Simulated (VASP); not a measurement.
In3SbAs2:

```
CELL_PARAMETERS angstrom
4.48377 0.00000 0.00000
-2.24189 3.88306 0.00000
0.00000 0.00000 10.98574
ATOMIC_POSITIONS crystal
As 0.00000 0.00000 0.00679
As 0.33333 0.66667 0.32744
Sb 0.66667 0.33333 0.66509
In 0.33333 0.66667 0.08300
In 0.66667 0.33333 0.40403
In 0.00000 0.00000 0.76366
```

```yaml
Program: VASP 6.6.1
Task: relaxation of cell and atoms
Functional: r2SCAN
Potentials_or_basis: VASP PAW PBE potentials, release 64 (As, Sb, In_d)
Cutoff: 600 eV
k_mesh: 6 × 6 × 2
Occupations: fermi-dirac, width 0.02 eV
Spin: no spin polarisation
```

At the start: pressure -1.7 GPa; volume 31.88 Å³/atom.

Q: Where does the relaxation end?

A: Over 15 steps the energy falls by 6.4 meV/atom and the volume is 30.75 Å³/atom (-3.6 %); space group P3m1 (No. 156, to 0.1 Å) before and after.

The path:
```
step  energy change (eV)  largest force (eV/Å)  pressure (GPa)  volume (Å³)
   1              0.0000                0.0384           -1.74       191.27
   2             -0.0323                0.0651            0.77       181.84
   3             -0.0385                0.0341           -0.01       184.45
   4             -0.0385                0.0358            0.04       184.31
   5             -0.0386                0.0188           -0.02       184.50
   6             -0.0386                0.0149           -0.03       184.55
   7             -0.0387                0.0081            0.00       184.43
   8             -0.0387                0.0085            0.00       184.39
   9             -0.0387                0.0107            0.02       184.30
  10             -0.0387                0.0091            0.01       184.37
  11             -0.0387                0.0089            0.03       184.37
  12             -0.0387                0.0091            0.01       184.38
  13             -0.0387                0.0065            0.01       184.40
  14             -0.0387                0.0053            0.01       184.42
  15             -0.0387                0.0025           -0.01       184.48
```

Final structure:
```
As Sb In
1.0
     4.42888    0.00000    0.00000
    -2.21444    3.83552    0.00000
     0.00000    0.00000   10.86003
As Sb In
2 1 3
Direct
  0.00000 0.00000 0.00702
  0.33333 0.66667 0.32730
  0.66667 0.33333 0.66483
  0.33333 0.66667 0.08307
  0.66667 0.33333 0.40375
  0.00000 0.00000 0.76402
```

Caveat: the PAW data sets were made with another functional, which shifts forces and pressure a little.
